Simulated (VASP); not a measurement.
# GaAs (dq13) (F-43m) in VASP: notebook

The runs below take GaAs (dq13) through single point, with LDA.

Program: VASP 6.6.1. These are calculated values, not measurements. Logs are shortened: lines on timing, memory, paths and dates and some standing lists are left out, and cuts for length are marked.

## 1. The cell of the first run

The structure is cubic, space group F-43m (No. 216). Conventional cell: a = 5.603 Å, b = 5.603 Å, c = 5.603 Å, α = 90.00°, β = 90.00°, γ = 90.00°. Ga (site symmetry -43m) has 4 As at 2.43 Å within 3.2 Å. As (site symmetry -43m) has 4 Ga at 2.43 Å within 3.2 Å.

## 2. Single point, LDA

Input file INCAR:

```
PREC     = Accurate       # precision mode
ENCUT    = 520            # plane-wave cutoff, eV
EDIFF    = 1E-6           # SCF threshold, eV
ISMEAR   = 0              # smearing method
SIGMA    = 0.1            # smearing width, eV
LREAL    = False          # projectors in reciprocal space
LASPH    = True           # aspherical terms in the spheres
NELM     = 80             # most SCF steps
ALGO     = Normal         # electronic algorithm
ISIF     = 2              # what is computed and relaxed
LWAVE    = False          # write WAVECAR
LCHARG   = True           # write CHGCAR
GGA      = CA             # functional
LELF     = True           # ELF
LVHAR    = True         
NBANDS   = 16             # bands
```

Input file KPOINTS:

```
regular mesh
0
Gamma
  10 10 10
```

Input file POSCAR:

```
GaAs
1.0
    0.0000000000      2.8015691414      2.8015691414
    2.8015691414      0.0000000000      2.8015691414
    2.8015691414      2.8015691414      0.0000000000
Ga As
1 1
Direct
    0.0000000000      0.0000000000      0.0000000000
    0.7500000000      0.7500000000      0.7500000000
```

Potentials or basis: VASP PAW LDA potentials, release 64 (Ga_d, As).

Command:

```sh
> cat potpaw_LDA.64/Ga_d/POTCAR potpaw_LDA.64/As/POTCAR > POTCAR
> mpirun -np 1 vasp_std > vasp.out
```

OUTCAR:

```text
PREC = Accurate
   ENCUT = 520
   EDIFF = 1E-6
   ISMEAR = 0
   LREAL = False
   LASPH = True
   NELM = 80
   ISIF = 2
   GGA = CA

 ion  position               nearest neighbor table
   1  0.000  0.000  0.000-   2 2.43   2 2.43   2 2.43   2 2.43
   2  0.750  0.750  0.750-   1 2.43   1 2.43   1 2.43   1 2.43

  LATTYP: Found a face centered cubic cell.
 ALAT       =     5.6031382828

  Lattice vectors:

 A1 = (   0.0000000000,   2.8015691414,   2.8015691414)
 A2 = (   2.8015691414,   0.0000000000,   2.8015691414)
 A3 = (   2.8015691414,   2.8015691414,   0.0000000000)

Analysis of symmetry for initial positions (statically):
=====================================================================
 Subroutine PRICEL returns:
 Original cell was already a primitive cell.

 Routine SETGRP: Setting up the symmetry group for a
 face centered cubic supercell.

 Subroutine GETGRP returns: Found 24 space group operations
 (whereof 24 operations were pure point group operations)
 out of a pool of 48 trial point group operations.

The static configuration has the point symmetry T_d .

Analysis of symmetry for dynamics (positions and initial velocities):
=====================================================================
 Subroutine PRICEL returns:
 Original cell was already a primitive cell.

 Routine SETGRP: Setting up the symmetry group for a
 face centered cubic supercell.

 Subroutine GETGRP returns: Found 24 space group operations
 (whereof 24 operations were pure point group operations)
 out of a pool of 48 trial point group operations.

The dynamic configuration has the point symmetry T_d .

 Subroutine INISYM returns: Found 24 space group operations
 (whereof 24 operations are pure point group operations),
 and found     1 'primitive' translations

----------------------------------------------------------------------------------------

                                     Primitive cell

  volume of cell :      43.9779

  direct lattice vectors                    reciprocal lattice vectors
     0.000000000  2.801569141  2.801569141    -0.178471412  0.178471412  0.178471412
     2.801569141  0.000000000  2.801569141     0.178471412 -0.178471412  0.178471412
     2.801569141  2.801569141  0.000000000     0.178471412  0.178471412 -0.178471412

  length of vectors
     3.962017076  3.962017076  3.962017076     0.309121553  0.309121553  0.309121553

  position of ions in fractional coordinates (direct lattice)
     0.000000000  0.000000000  0.000000000
     0.750000000  0.750000000  0.750000000

  ion indices of the primitive-cell ions
   primitive index   ion index
                 1           1
                 2           2

----------------------------------------------------------------------------------------

 KPOINTS: regular mesh

Automatic generation of k-mesh.
 Grid dimensions read from file:
 generate k-points for:   10   10   10

 Generating k-lattice:

  Cartesian coordinates                     Fractional coordinates (reciprocal lattice)
    -0.017847141  0.017847141  0.017847141     0.100000000  0.000000000  0.000000000
     0.017847141 -0.017847141  0.017847141     0.000000000  0.100000000  0.000000000
     0.017847141  0.017847141 -0.017847141     0.000000000  0.000000000  0.100000000

  Length of vectors
     0.030912155  0.030912155  0.030912155

  Shift w.r.t. Gamma in fractional coordinates (k-lattice)
     0.000000000  0.000000000  0.000000000

 Subroutine IBZKPT returns following result:
 ===========================================

 Found     47 irreducible k-points:

 Following reciprocal coordinates:
            Coordinates               Weight
  0.000000  0.000000  0.000000      1.000000
  0.100000  0.000000  0.000000      8.000000
  0.200000  0.000000  0.000000      8.000000
  0.300000  0.000000  0.000000      8.000000
  0.400000  0.000000  0.000000      8.000000
  0.500000  0.000000  0.000000      4.000000
[... 16 lines left out ...]
  0.300000  0.300000  0.000000      6.000000
  0.400000  0.300000  0.000000     24.000000
 [... further k-points ...]
   k-points           NKPTS =     47   k-points in BZ     NKDIM =     47   number of bands    NBANDS=     16
   number of dos      NEDOS =    301   number of ions     NIONS =      2
   total plane-waves  NPLWV =  27000
   dimension x,y,z NGX =    30 NGY =   30 NGZ =   30
   dimension x,y,z NGXF=    60 NGYF=   60 NGZF=   60
   ions per type =               1   1
   NGX,Y,Z   is equivalent  to a cutoff of  12.59, 12.59, 12.59 a.u.
   NGXF,Y,Z  is equivalent  to a cutoff of  25.18, 25.18, 25.18 a.u.
 SYSTEM =  unknown system
   PREC   = accura    normal or accurate (medium, high low for compatibility)
   ISTART =      0    job   : 0-new  1-cont  2-samecut
   ICHARG =      2    charge: 1-file 2-atom 10-const
   ISPIN  =      1    spin polarized calculation?
   LNONCOLLINEAR =      F non collinear calculations
   LSORBIT =      F    spin-orbit coupling
   LASPH  =      T    aspherical Exc in radial PAW
   ENCUT  =  520.0 eV  38.22 Ry    6.18 a.u.   7.37  7.37  7.37*2*pi/ulx,y,z
   NELM   =     80;   NELMIN=  2; NELMDL= -5     # of ELM steps
   EDIFF  = 0.1E-05   stopping-criterion for ELM
   LREAL  =      F    real-space projection
   EDIFFG = 0.1E-04   stopping-criterion for IOM
   NSW    =      0    number of steps for IOM
   IBRION =     -1    ionic relax: 0-MD 1-quasi-New 2-CG
   NFREE  =      0    steps in history (QN), initial steepest desc. (CG)
   ISIF   =      2    stress and relaxation
   ISYM   =      2    0-nonsym 1-usesym 2-fastsym
   POTIM  = 0.5000    time-step for ionic-motion
   TEBEG  =    0.0;   TEEND  =   0.0 temperature during run
   PSTRESS=    0.0 pullay stress
   NELECT =      18.0000    total number of electrons
   NUPDOWN=      -1.0000    fix difference up-down
   EMIN   =  10.00;   EMAX   =-10.00  energy-range for DOS
   EFERMI =   0.00;   METHOD = LEGACY
   ISMEAR =     0;   SIGMA  =   0.10  broadening in eV -4-tet -1-fermi 0-gaus
   EFERMI_NEDOS =   21; number of points for ismear=-14 and -15
   IALGO  =     38    algorithm
   IMIX   =      4    mixing-type and parameters
     AMIX     =   0.40;   BMIX     =  1.00
     AMIX_MAG =   1.60;   BMIX_MAG =  1.00
  volume/ion in A,a.u.               =      21.99       148.39
  Fermi-wavevector in a.u.,A,eV,Ry     =   1.215498  2.296959 20.101736  1.477436
  Thomas-Fermi vector in A             =   2.350883
   LORBIT       =      0    0 simple, 1 ext, 2 COOP (PROOUT), +10 PAW based schemes
   GGA     = CA    functional components
   LHFCALC =     F    Hartree Fock is set to
   AEXX    =    0.0000 exact exchange contribution
   IVDW    =     0    specifies the selected vdW correction
   LEPSILON=     F    determine dielectric tensor
   LRPA    =     F    only Hartree local field effects (RPA)
 non-spin polarized calculation
 Gauss-broadening in eV      SIGMA  =   0.10
  energy-cutoff  :      520.00
  volume of cell :       43.98
 maximum number of plane-waves:      1243
 NGX is ok and might be reduce to    30
   NGX = 15   NGY = 15   NGZ = 15

 number of electron      18.0000013 magnetization

 Free energy of the ion-electron system (eV)
  ---------------------------------------------------
  ext. energy  EPLUGINS =         0.00000000
  ---------------------------------------------------
  free energy    TOTEN  =        -9.64101185 eV

  energy without entropy =       -9.64101170  energy(sigma->0) =       -9.64101177

 E-fermi :   4.3391     XC(G=0): -10.0318

 val. band max:        4.0613630077   @ k =   0.0000   0.0000   0.0000
 cond. band min:       4.5974771987   @ k =   0.0000   0.0000   0.0000
 fundamental gap:      0.5361141909
 Fermi energy:         4.3390650368

 k-point     1 :       0.0000    0.0000    0.0000
  band No.  band energies     occupation
      1     -10.9177      2.00000
      2     -10.9177      2.00000
      3     -10.9177      2.00000
      4     -10.8329      2.00000
      5     -10.8329      2.00000
      6      -8.8994      2.00000
[... 8 lines left out ...]
     15      14.3004      0.00000
     16      14.3004      0.00000

 k-point     2 :       0.1000    0.0000    0.0000
  band No.  band energies     occupation
      1     -10.9274      2.00000
      2     -10.9152      2.00000
      3     -10.9152      2.00000
      4     -10.8330      2.00000
      5     -10.8330      2.00000
      6      -8.7774      2.00000
[... 8 lines left out ...]
     15      13.5584      0.00000
     16      13.5584      0.00000

 k-point     3 :       0.2000    0.0000    0.0000
  band No.  band energies     occupation
      1     -10.9509      2.00000
      2     -10.9090      2.00000
      3     -10.9090      2.00000
      4     -10.8330      2.00000
      5     -10.8330      2.00000
      6      -8.4267      2.00000
[... 8 lines left out ...]
     15      13.0414      0.00000
     16      13.0414      0.00000

 k-point     4 :       0.3000    0.0000    0.0000
  band No.  band energies     occupation
      1     -10.9771      2.00000
      2     -10.9025      2.00000
      3     -10.9025      2.00000
      4     -10.8318      2.00000
      5     -10.8318      2.00000
      6      -7.8996      2.00000
[... 8 lines left out ...]
     15      13.4285      0.00000
     16      13.4285      0.00000
[... 324 lines left out ...]
 k-point    22 :      -0.2000    0.2000    0.0000
  band No.  band energies     occupation
      1     -10.9841      2.00000
      2     -10.8987      2.00000
      3     -10.8970      2.00000
      4     -10.8362      2.00000
      5     -10.8308      2.00000
      6      -7.7187      2.00000
[... 8 lines left out ...]
     15      14.6484      0.00000
     16      15.4464      0.00000

 k-point    23 :       0.3000    0.3000    0.0000
  band No.  band energies     occupation
      1     -11.0030      2.00000
      2     -10.8835      2.00000
      3     -10.8835      2.00000
      4     -10.8504      2.00000
      5     -10.8239      2.00000
      6      -7.5525      2.00000
[... 8 lines left out ...]
     15      15.7570      0.00000
     16      16.5170      0.00000

 k-point    24 :       0.4000    0.3000    0.0000
  band No.  band energies     occupation
      1     -11.0159      2.00000
      2     -10.8788      2.00000
      3     -10.8771      2.00000
      4     -10.8525      2.00000
      5     -10.8226      2.00000
      6      -7.0918      2.00000
[... 8 lines left out ...]
     15      16.4683      0.00000
     16      16.9349      0.00000

 [... further k-points ...]

------------------------ aborting loop because EDIFF is reached ----------------------------------------

  FORCE on cell =-STRESS in cart. coord.  units (eV):
  Direction    XX          YY          ZZ          XY          YZ          ZX
  --------------------------------------------------------------------------------------
  -------------------------------------------------------------------------------------
  Total        0.0865469      0.0865469      0.0865469      0.0000000      0.0000000     -0.0000000
  in kB        3.1530280      3.1530280      3.1530280      0.0000000      0.0000000     -0.0000000
  external PRESSURE =       3.1530280 kB  Pullay stress =       0.0000000 kB

 VOLUME and BASIS-vectors are now :
 -----------------------------------------------------------------------------
  energy-cutoff  :      520.00
  volume of cell :       43.98
      direct lattice vectors                 reciprocal lattice vectors
     0.000000000  2.801569141  2.801569141    -0.178471412  0.178471412  0.178471412
     2.801569141  0.000000000  2.801569141     0.178471412 -0.178471412  0.178471412
     2.801569141  2.801569141  0.000000000     0.178471412  0.178471412 -0.178471412

 POSITION                                       TOTAL-FORCE (eV/Angst)
 -----------------------------------------------------------------------------------
      0.00000      0.00000      0.00000         0.000000     -0.000000      0.000000
      4.20235      4.20235      4.20235        -0.000000      0.000000     -0.000000
 -----------------------------------------------------------------------------------
    total drift:                                0.000000      0.000000      0.000000

  FREE ENERGIE OF THE ION-ELECTRON SYSTEM (eV)
  ---------------------------------------------------
  free  energy   TOTEN  =        -9.6410118478 eV

  energy  without entropy=       -9.6410117011  energy(sigma->0) =       -9.64101177
```

Wall time 14 s (1 thread of Intel Xeon 6975P-C (Granite Rapids), shared host); peak memory 0.16 GiB.

What came out:

```yaml
Free_energy: -9.6410 eV
Pressure: 0.3 GPa
Band_gap_on_the_k_mesh: 0.54 eV, direct
```

A k mesh can miss the band edges.

## 3. Single point, LDA

Input file INCAR:

```
ALGO = Normal
EDIFF = 1E-7
ENCUT = 520
GGA = CA
ISIF = 2
ISMEAR = 0
LASPH = True
LCHARG = False
LREAL = False
LWAVE = False
NBANDS = 16
NELM = 100
PREC = Accurate
SIGMA = 0.02
```

Input file KPOINTS:

```
k-points
0
Gamma
  10 10 10
```

POSCAR is that of step 2.

Potentials or basis: VASP PAW LDA potentials, release 64 (Ga_d, As).

Command:

```sh
> cat potpaw_LDA.64/Ga_d/POTCAR potpaw_LDA.64/As/POTCAR > POTCAR
> mpirun -np 1 vasp_std > vasp.out
```

Wall time 16 s (1 thread of Intel Xeon 6975P-C (Granite Rapids), shared host); peak memory 0.16 GiB.

The run converged. Its results:

| Item | Value |
| --- | --- |
| Free energy | -9.6410 eV |
| Pressure | 0.3 GPa |
| Band gap on the k mesh | 0.54 eV, direct |

Levels at points of the mesh, in eV from the valence-band top:
| k point | band 7 | band 8 | band 9 | band 10 | band 11 | band 12 |
| --- | --- | --- | --- | --- | --- | --- |
| (0.00, 0.00, 0.00) | 0.00 | 0.00 | 0.00 | 0.54 | 3.68 | 3.68 |
| (0.50, 0.00, 0.00) | -6.84 | -1.19 | -1.19 | 0.94 | 4.59 | 4.59 |
| (0.50, 0.50, 0.00) | -7.00 | -2.79 | -2.79 | 1.29 | 1.54 | 10.26 |

A k mesh can miss the band edges. LDA gaps usually lie below the measured ones, often by a third to a half.
